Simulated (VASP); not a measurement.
# CO2 (P4_2/mnm) in VASP: settings compared

The runs below take CO2 through single point, with PBE-based screened hybrid with 40 % exact exchange, HSE06.

All numbers are computed with VASP 6.6.1; they aren't measurements. Logs are shortened: lines on timing, memory, paths and dates and some standing lists are left out, and cuts for length are marked.

### 1 The cell of the first run

Symmetry: P4_2/mnm, No. 136, tetragonal system. Conventional cell: a = 4.193 Å, b = 4.193 Å, c = 4.605 Å, α = 90.00°, β = 90.00°, γ = 90.00°. Within 1.6 Å of C (site symmetry mmm) lie 2 O at 1.16 Å. Within 1.6 Å of O (site symmetry m2m) lie 1 C at 1.16 Å.

### 2 Single point, PBE-based screened hybrid with 40 % exact exchange

File POSCAR:

```
CO2
1.0
    4.1925576030      0.0000000000      0.0000000000
    0.0000000000      4.1925576030      0.0000000000
    0.0000000000      0.0000000000      4.6051156164
C O
2 4
Direct
    0.5000000000      0.5000000000      0.5000000000
    0.0000000000      0.0000000000      0.0000000000
    0.3042678660      0.6957321340      0.5000000000
    0.6957321340      0.3042678660      0.5000000000
    0.1957321340      0.1957321340      0.0000000000
    0.8042678660      0.8042678660      0.0000000000
```

File INCAR.step1:

```
PREC     = Accurate       # precision mode
ENCUT    = 520            # plane-wave cutoff, eV
EDIFF    = 1E-5           # SCF threshold, eV
ISMEAR   = 0              # smearing method
SIGMA    = 0.01           # smearing width, eV
LREAL    = F              # projectors in reciprocal space
LASPH    = T              # aspherical terms in the spheres
NELM     = 60             # most SCF steps
ALGO     = Normal         # electronic algorithm
ISIF     = 2              # what is computed and relaxed
LWAVE    = T              # write WAVECAR
LCHARG   = F              # write CHGCAR
NBANDS   = 25             # bands
GGA      = PE             # functional
```

File INCAR.step2:

```
PREC     = Accurate       # precision mode
ENCUT    = 520            # plane-wave cutoff, eV
EDIFF    = 1E-7           # SCF threshold, eV
ISMEAR   = 0              # smearing method
SIGMA    = 0.01           # smearing width, eV
LREAL    = F              # projectors in reciprocal space
LASPH    = T              # aspherical terms in the spheres
NELM     = 60             # most SCF steps
ALGO     = Normal         # electronic algorithm
ISIF     = 2              # what is computed and relaxed
LWAVE    = F              # write WAVECAR
LCHARG   = F              # write CHGCAR
GGA      = PE             # functional
LHFCALC  = T              # exact exchange
AEXX     = 0.4            # exact-exchange fraction
HFSCREEN = 0.5            # screening, 1/A
PRECFOCK = Fast         
NBANDS   = 25             # bands
ISTART   = 1
```

File KPOINTS:

```
regular mesh
0
Gamma
  4 4 4
```

Potentials or basis: VASP PAW PBE potentials, release 64 (C, O).

Launch:

```sh
> cat potpaw_PBE.64/C/POTCAR potpaw_PBE.64/O/POTCAR > POTCAR
> cp INCAR.step1 INCAR
> mpirun -np 1 vasp_std > vasp.out
> cp INCAR.step2 INCAR
> mpirun -np 1 vasp_std > vasp.out
```

OUTCAR:

```text
PREC = Accurate
   ENCUT = 520
   EDIFF = 1E-7
   ISMEAR = 0
   LREAL = F
   LASPH = T
   NELM = 60
   ISIF = 2
   GGA = PE
   LHFCALC = T
   AEXX = 0.4
   HFSCREEN = 0.5
   PRECFOCK = Fast
   ISTART = 1

 ion  position               nearest neighbor table
   1  0.500  0.500  0.500-   3 1.16   4 1.16
   2  0.000  0.000  0.000-   5 1.16   6 1.16
   3  0.304  0.696  0.500-   1 1.16
   4  0.696  0.304  0.500-   1 1.16
   5  0.196  0.196  0.000-   2 1.16
   6  0.804  0.804  0.000-   2 1.16

  LATTYP: Found a simple tetragonal cell.
 ALAT       =     4.1925576030
 C/A-ratio  =     1.0984024675

  Lattice vectors:

 A1 = (   4.1925576030,   0.0000000000,   0.0000000000)
 A2 = (   0.0000000000,   4.1925576030,   0.0000000000)
 A3 = (   0.0000000000,   0.0000000000,   4.6051156164)

Analysis of symmetry for initial positions (statically):
=====================================================================
 Subroutine PRICEL returns:
 Original cell was already a primitive cell.

 Routine SETGRP: Setting up the symmetry group for a
 simple tetragonal supercell.

 Subroutine GETGRP returns: Found 16 space group operations
 (whereof  8 operations were pure point group operations)
 out of a pool of 16 trial point group operations.

The static configuration has the point symmetry D_2h.
 The point group associated with its full space group is D_4h.

Analysis of symmetry for dynamics (positions and initial velocities):
=====================================================================
 Subroutine PRICEL returns:
 Original cell was already a primitive cell.

 Routine SETGRP: Setting up the symmetry group for a
 simple tetragonal supercell.

 Subroutine GETGRP returns: Found 16 space group operations
 (whereof  8 operations were pure point group operations)
 out of a pool of 16 trial point group operations.

The dynamic configuration has the point symmetry D_2h.
 The point group associated with its full space group is D_4h.

 Subroutine INISYM returns: Found 16 space group operations
 (whereof  8 operations are pure point group operations),
 and found     1 'primitive' translations

----------------------------------------------------------------------------------------

                                     Primitive cell

  volume of cell :      80.9466

  direct lattice vectors                    reciprocal lattice vectors
     4.192557603  0.000000000  0.000000000     0.238517892  0.000000000  0.000000000
     0.000000000  4.192557603  0.000000000     0.000000000  0.238517892  0.000000000
     0.000000000  0.000000000  4.605115616     0.000000000  0.000000000  0.217149814

  length of vectors
     4.192557603  4.192557603  4.605115616     0.238517892  0.238517892  0.217149814

  position of ions in fractional coordinates (direct lattice)
     0.500000000  0.500000000  0.500000000
     0.000000000  0.000000000  0.000000000
     0.304267866  0.695732134  0.500000000
     0.695732134  0.304267866  0.500000000
     0.195732134  0.195732134  0.000000000
     0.804267866  0.804267866  0.000000000

  ion indices of the primitive-cell ions
   primitive index   ion index
                 1           1
                 2           2
                 3           3
                 4           4
                 5           5
                 6           6

----------------------------------------------------------------------------------------

 KPOINTS: regular mesh

Automatic generation of k-mesh.
 Grid dimensions read from file:
 generate k-points for:    4    4    4

 Generating k-lattice:

  Cartesian coordinates                     Fractional coordinates (reciprocal lattice)
     0.059629473  0.000000000  0.000000000     0.250000000  0.000000000  0.000000000
     0.000000000  0.059629473  0.000000000     0.000000000  0.250000000  0.000000000
     0.000000000  0.000000000  0.054287454     0.000000000  0.000000000  0.250000000

  Length of vectors
     0.059629473  0.059629473  0.054287454

  Shift w.r.t. Gamma in fractional coordinates (k-lattice)
     0.000000000  0.000000000  0.000000000

 Subroutine IBZKPT returns following result:
 ===========================================

 Found     18 irreducible k-points:

 Following reciprocal coordinates:
            Coordinates               Weight
  0.000000  0.000000  0.000000      1.000000
  0.250000  0.000000  0.000000      4.000000
  0.500000  0.000000  0.000000      2.000000
  0.250000  0.250000  0.000000      4.000000
  0.500000  0.250000  0.000000      4.000000
  0.500000  0.500000  0.000000      1.000000
[... 10 lines left out ...]
  0.500000  0.250000  0.500000      4.000000
  0.500000  0.500000  0.500000      1.000000
   k-points           NKPTS =     18   k-points in BZ     NKDIM =     64   number of bands    NBANDS=     25
   number of dos      NEDOS =    301   number of ions     NIONS =      6
   total plane-waves  NPLWV =  36864
   dimension x,y,z NGX =    32 NGY =   32 NGZ =   36
   dimension x,y,z NGXF=    64 NGYF=   64 NGZF=   72
   ions per type =               2   4
   NGX,Y,Z   is equivalent  to a cutoff of  12.69, 12.69, 13.00 a.u.
   NGXF,Y,Z  is equivalent  to a cutoff of  25.38, 25.38, 25.99 a.u.
 SYSTEM =  unknown system
   PREC   = accura    normal or accurate (medium, high low for compatibility)
   ISTART =      1    job   : 0-new  1-cont  2-samecut
   ICHARG =      0    charge: 1-file 2-atom 10-const
   ISPIN  =      1    spin polarized calculation?
   LNONCOLLINEAR =      F non collinear calculations
   LSORBIT =      F    spin-orbit coupling
   LASPH  =      T    aspherical Exc in radial PAW
   ENCUT  =  520.0 eV  38.22 Ry    6.18 a.u.   7.80  7.80  8.56*2*pi/ulx,y,z
   NELM   =     60;   NELMIN=  2; NELMDL=  0     # of ELM steps
   EDIFF  = 0.1E-06   stopping-criterion for ELM
   LREAL  =      F    real-space projection
   EDIFFG = 0.1E-05   stopping-criterion for IOM
   NSW    =      0    number of steps for IOM
   IBRION =     -1    ionic relax: 0-MD 1-quasi-New 2-CG
   NFREE  =      0    steps in history (QN), initial steepest desc. (CG)
   ISIF   =      2    stress and relaxation
   ISYM   =      3    0-nonsym 1-usesym 2-fastsym
   POTIM  = 0.5000    time-step for ionic-motion
   TEBEG  =    0.0;   TEEND  =   0.0 temperature during run
   PSTRESS=    0.0 pullay stress
   NELECT =      32.0000    total number of electrons
   NUPDOWN=      -1.0000    fix difference up-down
   EMIN   =  10.00;   EMAX   =-10.00  energy-range for DOS
   EFERMI =   0.00;   METHOD = LEGACY
   ISMEAR =     0;   SIGMA  =   0.01  broadening in eV -4-tet -1-fermi 0-gaus
   EFERMI_NEDOS =   21; number of points for ismear=-14 and -15
   IALGO  =     38    algorithm
   IMIX   =      1    mixing-type and parameters
     AMIX     =   0.40;   BMIX     =  1.00
     AMIX_MAG =   1.60;   BMIX_MAG =  1.00
  volume/ion in A,a.u.               =      13.49        91.04
  Fermi-wavevector in a.u.,A,eV,Ry     =   1.201504  2.270514 19.641538  1.443612
  Thomas-Fermi vector in A             =   2.337311
   LORBIT       =      0    0 simple, 1 ext, 2 COOP (PROOUT), +10 PAW based schemes
   GGA     = PE    functional components
   LHFCALC =     T    Hartree Fock is set to
   PRECFOCK=fast      Normal, Fast or Accurate (Low or Medium for compatibility)
   ENCUT4O =  -1.0   cutoff for four orbital integrals eV
   NKREDX  =     1    reduce k-point grid by
   NKREDY  =     1    reduce k-point grid by
   NKREDZ  =     1    reduce k-point grid by
   AEXX    =    0.4000 exact exchange contribution
   HFSCREEN=    0.5000 screening length (either q_TF or 0.3 A-1)
   HFSCREENC=   0.5000 screening length for correlation (either q_TF or 0.3 A-1)
   ENCUTFOCK=  -1.0 apply spherical cutoff to Coloumb kernel
   IVDW    =     0    specifies the selected vdW correction
   LEPSILON=     F    determine dielectric tensor
   LRPA    =     F    only Hartree local field effects (RPA)
 non-spin polarized calculation
 Gauss-broadening in eV      SIGMA  =   0.01
  energy-cutoff  :      520.00
  volume of cell :       80.95
 maximum number of plane-waves:      2192
 NGX is ok and might be reduce to    32
  NGX = 18; NGY = 18; NGZ = 20

 number of electron      32.0000015 magnetization

 Free energy of the ion-electron system (eV)
  ---------------------------------------------------
  ext. energy  EPLUGINS =         0.00000000
  ---------------------------------------------------
  free energy    TOTEN  =       -57.45851334 eV

  energy without entropy =      -57.45851334  energy(sigma->0) =      -57.45851334

 E-fermi :  -4.0955     XC(G=0):  -6.6532

 val. band max:       -4.2160226134   @ k =   0.5000   0.5000   0.5000
 cond. band min:       4.0758232240   @ k =   0.0000   0.0000   0.0000
 fundamental gap:      8.2918458374
 Fermi energy:        -4.0954970222

 k-point     1 :       0.0000    0.0000    0.0000
  band No.  band energies     occupation
      1     -27.7414      2.00000
      2     -27.3854      2.00000
      3     -26.2943      2.00000
      4     -26.2943      2.00000
      5     -10.6904      2.00000
      6     -10.2687      2.00000
[... 17 lines left out ...]
     24      13.5982      0.00000
     25      13.6010      0.00000

 k-point     2 :       0.2500    0.0000    0.0000
  band No.  band energies     occupation
      1     -27.6724      2.00000
      2     -27.4153      2.00000
      3     -26.3168      2.00000
      4     -26.3115      2.00000
      5     -10.5773      2.00000
      6     -10.3407      2.00000
[... 17 lines left out ...]
     24      13.0637      0.00000
     25      13.1848      0.00000

 k-point     3 :       0.5000    0.0000    0.0000
  band No.  band energies     occupation
      1     -27.5243      2.00000
      2     -27.5242      2.00000
      3     -26.3344      2.00000
      4     -26.3344      2.00000
      5     -10.4180      2.00000
      6     -10.4180      2.00000
[... 17 lines left out ...]
     24      11.2104      0.00000
     25      13.0771      0.00000

 k-point     4 :       0.2500    0.2500    0.0000
  band No.  band energies     occupation
      1     -27.6149      2.00000
      2     -27.4288      2.00000
      3     -26.3390      2.00000
      4     -26.3327      2.00000
      5     -10.5274      2.00000
      6     -10.3889      2.00000
[... 17 lines left out ...]
     24      11.7724      0.00000
     25      12.4616      0.00000
[... 309 lines left out ...]
 k-point    16 :       0.2500    0.2500    0.5000
  band No.  band energies     occupation
      1     -27.5174      2.00000
      2     -27.5155      2.00000
      3     -26.3403      2.00000
      4     -26.3374      2.00000
      5     -10.7184      2.00000
      6     -10.3287      2.00000
[... 17 lines left out ...]
     24      12.1325      0.00000
     25      12.2780      0.00000

 k-point    17 :       0.5000    0.2500    0.5000
  band No.  band energies     occupation
      1     -27.4925      2.00000
      2     -27.4925      2.00000
      3     -26.3616      2.00000
      4     -26.3616      2.00000
      5     -10.5681      2.00000
      6     -10.5681      2.00000
[... 17 lines left out ...]
     24      10.8524      0.00000
     25      12.4666      0.00000

 k-point    18 :       0.5000    0.5000    0.5000
  band No.  band energies     occupation
      1     -27.4704      2.00000
      2     -27.4704      2.00000
      3     -26.3813      2.00000
      4     -26.3813      2.00000
      5     -10.6789      2.00000
      6     -10.6789      2.00000
[... 17 lines left out ...]
     24      11.0781      0.00000
     25      11.1916      0.00000

------------------------ aborting loop because EDIFF is reached ----------------------------------------

  FORCE on cell =-STRESS in cart. coord.  units (eV):
  Direction    XX          YY          ZZ          XY          YZ          ZX
  --------------------------------------------------------------------------------------
  -------------------------------------------------------------------------------------
  Total       -0.2687450     -0.2687450      0.7576330      0.0000000      0.0000000      0.0000000
  in kB       -5.3192742     -5.3192742     14.9958414      0.0000000      0.0000000      0.0000000
  external PRESSURE =       1.4524310 kB  Pullay stress =       0.0000000 kB

 VOLUME and BASIS-vectors are now :
 -----------------------------------------------------------------------------
  energy-cutoff  :      520.00
  volume of cell :       80.95
      direct lattice vectors                 reciprocal lattice vectors
     4.192557603  0.000000000  0.000000000     0.238517892  0.000000000  0.000000000
     0.000000000  4.192557603  0.000000000     0.000000000  0.238517892  0.000000000
     0.000000000  0.000000000  4.605115616     0.000000000  0.000000000  0.217149814

 POSITION                                       TOTAL-FORCE (eV/Angst)
 -----------------------------------------------------------------------------------
      2.09628      2.09628      2.30256         0.000000      0.000000      0.000000
      0.00000      0.00000      0.00000         0.000000      0.000000      0.000000
      1.27566      2.91690      2.30256         0.323449     -0.323449      0.000000
      2.91690      1.27566      2.30256        -0.323449      0.323449      0.000000
      0.82062      0.82062      0.00000        -0.323449     -0.323449      0.000000
      3.37194      3.37194      0.00000         0.323449      0.323449      0.000000
 -----------------------------------------------------------------------------------
    total drift:                                0.000002      0.000001     -0.000005

  FREE ENERGIE OF THE ION-ELECTRON SYSTEM (eV)
  ---------------------------------------------------
  free  energy   TOTEN  =       -57.4585133415 eV

  energy  without entropy=      -57.4585133415  energy(sigma->0) =      -57.45851334
```

Run time: 25 min. Hardware: 1 thread of AMD EPYC 7R43 (Zen 3), shared host; peak memory 0.28 GiB.

What came out:

| Property | Result |
| --- | --- |
| Free energy | -57.4585 eV |
| Pressure | 0.1 GPa |
| Largest force | 0.457 eV/Å |
| Band gap on the k mesh | 8.29 eV (least direct gap 8.82 eV) |

Forces in eV/Å, atoms in the order of the input:
```
C    0.000  0.000  0.000
C    0.000  0.000  0.000
O    0.323 -0.323  0.000
O   -0.323  0.323  0.000
O   -0.323 -0.323  0.000
O    0.323  0.323  0.000
```

Caveat: this functional lacks dispersion, which holds the molecules together, so the pressure and a relaxed volume are unreliable; the PAW data sets were made with another functional, which shifts forces and pressure a little. A k mesh can miss the band edges.

(Part 1 of 2 ends here.)
